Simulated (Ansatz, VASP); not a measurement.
# S: VASP beside Ansatz

```xyz
1
Lattice="2.4517 0.0000 0.0000 0.0000 2.4517 0.0000 0.0000 0.0000 2.4517" Properties=species:S:1:pos:R:3 pbc="T T T"
S     0.0000    0.0000    0.0000
```

Change from the starting cell: volume scaled by 0.9, LAPW.

Alike in both runs: task single point; functional PBEsol; k mesh 16 × 16 × 16; occupations fermi-dirac, width 0.05 eV; no spin polarisation.

```csv
,VASP,Ansatz
version,VASP 6.6.1,Ansatz 0.2.0
potentials or method,"VASP PAW PBE potentials, release 64 (S), cutoff 520 eV","all-electron LAPW, scalar-relativistic"
```

VASP gave:

```
pressure (GPa) : 12.7
```

Which values does Ansatz return?

Pressure (GPa): 12.6.

VASP's potentials were made for PBE, not for PBEsol. Ansatz ran all-electron here, and VASP with PAW potentials.
